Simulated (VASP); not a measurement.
Here is a VASP 6.6.1 calculation.

File INCAR:

```
SYSTEM = ScRu3
PREC = Accurate ; ENCUT = 520
EDIFF = 1E-7 ; ISMEAR = -1
SIGMA = 0.05 ; LREAL = .False.
LASPH = .True. ; NELM = 60
ALGO = Normal ; ISIF = 2
LWAVE = .False. ; LCHARG = .True.
GGA = PS ; LELF = .True.
LVHAR = .True. ; NBANDS = 34
```

File KPOINTS:

```
Automatic mesh
0
Gamma
  7 7 7
  0 0 0
```

Contents of POSCAR:

```
ScRu3
1.0
   -1.9492590000      1.9492590000      4.0222910000
    1.9492590000     -1.9492590000      4.0222910000
    1.9492590000      1.9492590000     -4.0222910000
Ru Sc
3 1
Direct
    0.5000000000      0.5000000000      0.0000000000
    0.2500000000      0.7500000000      0.5000000000
    0.7500000000      0.2500000000      0.5000000000
    0.0000000000      0.0000000000      0.0000000000
```

Potentials or basis: VASP PAW PBE potentials, release 64 (Ru_pv, Sc_sv).

Run with:

```console
$ cat potpaw_PBE.64/Ru_pv/POTCAR potpaw_PBE.64/Sc_sv/POTCAR > POTCAR
$ mpirun -np 1 vasp_std > vasp.out
```

(1) Estimate the band gap on the k mesh.

(2) Predict the pressure.

Results:

(1) zero (an odd number of electrons rules out a gap without spin polarisation).

(2) -9.4 GPa.

Caveat: the cell stands under tension; the PAW data sets were made with another functional, which shifts forces and pressure a little.
